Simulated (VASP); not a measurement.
# Ta (Im-3m) in VASP: notebook

Ta is run at these levels: PBE; tasks: single point, relaxation of cell and atoms.

All numbers are computed with VASP 6.6.1; they aren't measurements. Logs are shortened: lines on timing, memory, paths and dates and some standing lists are left out, and cuts for length are marked.

## (1) The cell of the first run

It takes space group Im-3m (No. 229, cubic). The conventional cell has a = 3.113 Å, b = 3.113 Å, c = 3.113 Å, α = 90.00°, β = 90.00°, γ = 90.00°. Within 3.6 Å of Ta (site symmetry m-3m) lie 14 Ta at 2.70 to 3.11 Å.

## (2) Single point, PBE

File INCAR:

```
PREC     = Accurate       # precision mode
ENCUT    = 520            # plane-wave cutoff, eV
EDIFF    = 1E-6           # SCF threshold, eV
ISMEAR   = -1             # smearing method
SIGMA    = 0.08           # smearing width, eV
LREAL    = False          # projectors in reciprocal space
LASPH    = True           # aspherical terms in the spheres
NELM     = 100            # most SCF steps
ALGO     = Normal         # electronic algorithm
ISIF     = 2              # what is computed and relaxed
LWAVE    = False          # write WAVECAR
LCHARG   = False          # write CHGCAR
GGA      = PE             # functional
NBANDS   = 12             # bands
```

File KPOINTS:

```
Automatic mesh
0
Gamma
  17 17 17
```

File POSCAR:

```
Ta
1.0
   -1.5562860692      1.5562860692      1.5562860692
    1.5562860692     -1.5562860692      1.5562860692
    1.5562860692      1.5562860692     -1.5562860692
Ta
1
Direct
    0.0000000000      0.0000000000      0.0000000000
```

Potentials or basis: VASP PAW PBE potentials, release 64 (Ta_pv).

Run with:

```bash
> cat potpaw_PBE.64/Ta_pv/POTCAR > POTCAR
> mpirun -np 1 vasp_std > vasp.out
```

OUTCAR:

```text
PREC = Accurate
   ENCUT = 520
   EDIFF = 1E-6
   ISMEAR = -1
   LREAL = False
   LASPH = True
   NELM = 100
   ISIF = 2
   GGA = PE

 ion  position               nearest neighbor table
   1  0.000  0.000  0.000-

  LATTYP: Found a body centered cubic cell.
 ALAT       =     3.1125721384

  Lattice vectors:

 A1 = (  -1.5562860692,   1.5562860692,   1.5562860692)
 A2 = (   1.5562860692,  -1.5562860692,   1.5562860692)
 A3 = (   1.5562860692,   1.5562860692,  -1.5562860692)

Analysis of symmetry for initial positions (statically):
=====================================================================
 Subroutine PRICEL returns:
 Original cell was already a primitive cell.

 Routine SETGRP: Setting up the symmetry group for a
 body centered cubic supercell.

 Subroutine GETGRP returns: Found 48 space group operations
[... 9 lines left out ...]

 Routine SETGRP: Setting up the symmetry group for a
 body centered cubic supercell.

 Subroutine GETGRP returns: Found 48 space group operations
[... 11 lines left out ...]
                                     Primitive cell

  volume of cell :      15.0775

  direct lattice vectors                    reciprocal lattice vectors
    -1.556286069  1.556286069  1.556286069     0.000000000  0.321277694  0.321277694
     1.556286069 -1.556286069  1.556286069     0.321277694  0.000000000  0.321277694
     1.556286069  1.556286069 -1.556286069     0.321277694  0.321277694  0.000000000

  length of vectors
     2.695566543  2.695566543  2.695566543     0.454355273  0.454355273  0.454355273

  position of ions in fractional coordinates (direct lattice)
     0.000000000  0.000000000  0.000000000

  ion indices of the primitive-cell ions
   primitive index   ion index
                 1           1

----------------------------------------------------------------------------------------

 KPOINTS: Automatic mesh

Automatic generation of k-mesh.
 Grid dimensions read from file:
 generate k-points for:   17   17   17

 Generating k-lattice:

  Cartesian coordinates                     Fractional coordinates (reciprocal lattice)
     0.000000000  0.018898688  0.018898688     0.058823529  0.000000000  0.000000000
     0.018898688  0.000000000  0.018898688     0.000000000  0.058823529  0.000000000
     0.018898688  0.018898688  0.000000000     0.000000000  0.000000000  0.058823529

  Length of vectors
     0.026726781  0.026726781  0.026726781

  Shift w.r.t. Gamma in fractional coordinates (k-lattice)
     0.000000000  0.000000000  0.000000000

 Subroutine IBZKPT returns following result:
 ===========================================

 Found    165 irreducible k-points:

 Following reciprocal coordinates:
            Coordinates               Weight
  0.000000  0.000000  0.000000      1.000000
  0.058824  0.000000  0.000000     12.000000
  0.117647  0.000000  0.000000     12.000000
  0.176471  0.000000  0.000000     12.000000
  0.235294  0.000000  0.000000     12.000000
  0.294118  0.000000  0.000000     12.000000
[... 16 lines left out ...]
  0.411765  0.117647  0.000000     48.000000
  0.176471  0.176471  0.000000     24.000000
 [... further k-points ...]
   k-points           NKPTS =    165   k-points in BZ     NKDIM =    165   number of bands    NBANDS=     12
   number of dos      NEDOS =    301   number of ions     NIONS =      1
   total plane-waves  NPLWV =   8000
   dimension x,y,z NGX =    20 NGY =   20 NGZ =   20
   dimension x,y,z NGXF=    40 NGYF=   40 NGZF=   40
   ions per type =               1
   NGX,Y,Z   is equivalent  to a cutoff of  12.33, 12.33, 12.33 a.u.
   NGXF,Y,Z  is equivalent  to a cutoff of  24.67, 24.67, 24.67 a.u.
 SYSTEM =  unknown system
   PREC   = accura    normal or accurate (medium, high low for compatibility)
   ISTART =      0    job   : 0-new  1-cont  2-samecut
   ICHARG =      2    charge: 1-file 2-atom 10-const
   ISPIN  =      1    spin polarized calculation?
   LNONCOLLINEAR =      F non collinear calculations
   LSORBIT =      F    spin-orbit coupling
   LASPH  =      T    aspherical Exc in radial PAW
   ENCUT  =  520.0 eV  38.22 Ry    6.18 a.u.   5.01  5.01  5.01*2*pi/ulx,y,z
   NELM   =    100;   NELMIN=  2; NELMDL= -5     # of ELM steps
   EDIFF  = 0.1E-05   stopping-criterion for ELM
   LREAL  =      F    real-space projection
   EDIFFG = 0.1E-04   stopping-criterion for IOM
   NSW    =      0    number of steps for IOM
   IBRION =     -1    ionic relax: 0-MD 1-quasi-New 2-CG
   NFREE  =      0    steps in history (QN), initial steepest desc. (CG)
   ISIF   =      2    stress and relaxation
   ISYM   =      2    0-nonsym 1-usesym 2-fastsym
   POTIM  = 0.5000    time-step for ionic-motion
   TEBEG  =    0.0;   TEEND  =   0.0 temperature during run
   PSTRESS=    0.0 pullay stress
   NELECT =      11.0000    total number of electrons
   NUPDOWN=      -1.0000    fix difference up-down
   EMIN   =  10.00;   EMAX   =-10.00  energy-range for DOS
   EFERMI =   0.00;   METHOD = LEGACY
   ISMEAR =    -1;   SIGMA  =   0.08  broadening in eV -4-tet -1-fermi 0-gaus
   EFERMI_NEDOS =   21; number of points for ismear=-14 and -15
   IALGO  =     38    algorithm
   IMIX   =      4    mixing-type and parameters
     AMIX     =   0.40;   BMIX     =  1.00
     AMIX_MAG =   1.60;   BMIX_MAG =  1.00
  volume/ion in A,a.u.               =      15.08       101.75
  Fermi-wavevector in a.u.,A,eV,Ry     =   1.473770  2.785021 29.551816  2.171997
  Thomas-Fermi vector in A             =   2.588622
   LORBIT       =      0    0 simple, 1 ext, 2 COOP (PROOUT), +10 PAW based schemes
   GGA     = PE    functional components
   LHFCALC =     F    Hartree Fock is set to
   AEXX    =    0.0000 exact exchange contribution
   IVDW    =     0    specifies the selected vdW correction
   LEPSILON=     F    determine dielectric tensor
   LRPA    =     F    only Hartree local field effects (RPA)
 non-spin polarized calculation
  energy-cutoff  :      520.00
  volume of cell :       15.08
 maximum number of plane-waves:       420
   NGX =  9   NGY =  9   NGZ =  9

 number of electron      11.0000003 magnetization

 Free energy of the ion-electron system (eV)
  ---------------------------------------------------
  ext. energy  EPLUGINS =         0.00000000
  ---------------------------------------------------
  free energy    TOTEN  =       -11.35226635 eV

  energy without entropy =      -11.32646752  energy(sigma->0) =      -11.33936693

 E-fermi :   7.0219     XC(G=0): -13.5556

 val. band max:        7.0131396392   @ k =   0.2941   0.0588   0.0000
 cond. band min:       7.0271999276   @ k =  -0.3529   0.4706   0.1765
 fundamental gap:      0.0140602883
 Fermi energy:         7.0218912938

 k-point     1 :       0.0000    0.0000    0.0000
  band No.  band energies     occupation
      1     -25.3181      2.00000
      2     -25.3181      2.00000
      3     -25.3181      2.00000
      4      -1.5212      2.00000
      5       7.7165      0.00034
      6       7.7165      0.00034
      7       7.7165      0.00034
      8      11.6565      0.00000
      9      11.6565      0.00000
     10      22.3211      0.00000
     11      22.8869      0.00000
     12      22.8869      0.00000

 k-point     2 :       0.0588    0.0000    0.0000
  band No.  band energies     occupation
      1     -25.3975      2.00000
      2     -25.3411      2.00000
      3     -25.3189      2.00000
      4      -1.3249      2.00000
      5       7.5850      0.00175
      6       7.6800      0.00053
      7       7.9084      0.00003
      8      11.4279      0.00000
      9      11.6528      0.00000
     10      22.3210      0.00000
     11      23.0743      0.00000
     12      23.2181      0.00000

 k-point     3 :       0.1176    0.0000    0.0000
  band No.  band energies     occupation
      1     -25.6203      2.00000
      2     -25.4066      2.00000
      3     -25.3212      2.00000
      4      -0.7679      2.00000
      5       7.2295      0.13891
      6       7.5218      0.00386
      7       8.4773      0.00000
      8      10.9949      0.00000
      9      11.6572      0.00000
     10      22.3206      0.00000
     11      23.5571      0.00000
     12      24.1710      0.00000

 k-point     4 :       0.1765    0.0000    0.0000
  band No.  band energies     occupation
      1     -25.9456      2.00000
      2     -25.5043      2.00000
      3     -25.3247      2.00000
      4       0.0492      2.00000
      5       6.7403      1.94250
      6       7.1914      0.21452
      7       9.4017      0.00000
      8      10.7784      0.00000
      9      11.7055      0.00000
     10      22.3200      0.00000
     11      24.0272      0.00000
     12      25.6486      0.00000

 k-point     5 :       0.2353    0.0000    0.0000
  band No.  band energies     occupation
      1     -26.3198      2.00000
      2     -25.6200      2.00000
      3     -25.3290      2.00000
      4       0.9369      2.00000
      5       6.2125      1.99992
      6       6.8688      1.74284
      7      10.6446      0.00000
      8      10.9091      0.00000
      9      11.8332      0.00000
     10      22.3186      0.00000
     11      23.8646      0.00000
     12      26.7973      0.00000

 k-point     6 :       0.2941    0.0000    0.0000
  band No.  band energies     occupation
      1     -26.6892      2.00000
      2     -25.7373      2.00000
      3     -25.3335      2.00000
      4       1.6083      2.00000
      5       5.7209      2.00000
      6       6.9354      1.49337
      7      11.2531      0.00000
      8      12.0579      0.00000
      9      12.1471      0.00000
     10      22.3152      0.00000
     11      22.8677      0.00000
     12      25.5754      0.00000

 k-point     7 :       0.3529    0.0000    0.0000
  band No.  band energies     occupation
      1     -27.0074      2.00000
      2     -25.8408      2.00000
      3     -25.3377      2.00000
      4       1.8672      2.00000
      5       5.3166      2.00000
      6       7.6065      0.00134
      7      11.6164      0.00000
      8      12.3642      0.00000
      9      13.8082      0.00000
     10      21.6038      0.00000
     11      22.3052      0.00000
     12      24.0322      0.00000

 k-point     8 :       0.4118    0.0000    0.0000
  band No.  band energies     occupation
      1     -27.2390      2.00000
      2     -25.9175      2.00000
      3     -25.3409      2.00000
      4       1.8484      2.00000
      5       5.0319      2.00000
      6       8.6406      0.00000
      7      11.8012      0.00000
      8      12.6891      0.00000
      9      15.4245      0.00000
     10      20.5253      0.00000
     11      22.2511      0.00000
     12      22.8217      0.00000
[... 166 lines left out ...]
 k-point    20 :       0.2353    0.1176    0.0000
  band No.  band energies     occupation
      1     -26.7214      2.00000
      2     -25.7758      2.00000
      3     -25.4254      2.00000
      4       2.1237      2.00000
      5       5.7202      2.00000
      6       6.4070      1.99908
      7      10.6958      0.00000
      8      12.6027      0.00000
      9      12.9597      0.00000
     10      22.3108      0.00000
     11      23.1971      0.00000
     12      25.6380      0.00000

 k-point    21 :       0.2941    0.1176    0.0000
  band No.  band energies     occupation
      1     -26.9847      2.00000
      2     -25.9054      2.00000
      3     -25.4339      2.00000
      4       2.4215      2.00000
      5       5.3785      2.00000
      6       6.9352      1.49446
      7      11.1290      0.00000
      8      12.7932      0.00000
      9      14.6153      0.00000
     10      22.0062      0.00000
     11      22.3360      0.00000
     12      24.2011      0.00000

 k-point    22 :       0.3529    0.1176   -0.0000
  band No.  band energies     occupation
      1     -27.1765      2.00000
      2     -26.0031      2.00000
      3     -25.4396      2.00000
      4       2.4058      2.00000
      5       5.1468      2.00000
      6       7.8050      0.00011
      7      11.4439      0.00000
      8      13.0147      0.00000
      9      16.1790      0.00000
     10      21.2236      0.00000
     11      22.2486      0.00000
     12      22.6294      0.00000

 k-point    23 :       0.4118    0.1176    0.0000
  band No.  band energies     occupation
      1     -27.2773      2.00000
      2     -26.0553      2.00000
      3     -25.4425      2.00000
      4       2.3346      2.00000
      5       5.0287      2.00000
      6       8.4996      0.00000
      7      11.4467      0.00000
      8      13.3082      0.00000
      9      17.2541      0.00000
     10      20.7598      0.00000
     11      21.4484      0.00000
     12      22.3580      0.00000

 k-point    24 :       0.1765    0.1765    0.0000
  band No.  band energies     occupation
      1     -26.6647      2.00000
      2     -25.7631      2.00000
      3     -25.4605      2.00000
      4       2.2346      2.00000
      5       5.7708      2.00000
      6       6.1796      1.99995
      7      10.4626      0.00000
      8      12.6721      0.00000
      9      12.9271      0.00000
     10      22.3123      0.00000
     11      23.6933      0.00000
     12      25.7879      0.00000

 [... further k-points ...]
[... 5 lines left out ...]
  --------------------------------------------------------------------------------------
  -------------------------------------------------------------------------------------
  Total        5.1389710      5.1389710      5.1389710      0.0000000      0.0000000      0.0000000
  in kB      546.0827597    546.0827597    546.0827597      0.0000000      0.0000000      0.0000000
  external PRESSURE =     546.0827597 kB  Pullay stress =       0.0000000 kB

 VOLUME and BASIS-vectors are now :
 -----------------------------------------------------------------------------
  energy-cutoff  :      520.00
  volume of cell :       15.08
      direct lattice vectors                 reciprocal lattice vectors
    -1.556286069  1.556286069  1.556286069     0.000000000  0.321277694  0.321277694
     1.556286069 -1.556286069  1.556286069     0.321277694  0.000000000  0.321277694
     1.556286069  1.556286069 -1.556286069     0.321277694  0.321277694  0.000000000

 POSITION                                       TOTAL-FORCE (eV/Angst)
 -----------------------------------------------------------------------------------
      0.00000      0.00000      0.00000         0.000000      0.000000      0.000000
 -----------------------------------------------------------------------------------
    total drift:                                0.000000     -0.000000      0.000000

  FREE ENERGIE OF THE ION-ELECTRON SYSTEM (eV)
  ---------------------------------------------------
  free  energy   TOTEN  =       -11.3522663513 eV

  energy  without entropy=      -11.3264675175  energy(sigma->0) =      -11.33936693
```

It took 13 s on 1 thread of Intel Xeon Platinum 8375C at 2.90GHz (Ice Lake), shared host; peak memory 0.14 GiB.

Results:

- Free energy: -11.3523 eV
- Pressure: 54.6 GPa

Caveat: spin-orbit coupling is left out, which moves the levels of the heavy elements.

(Part 1 of 3 ends here.)
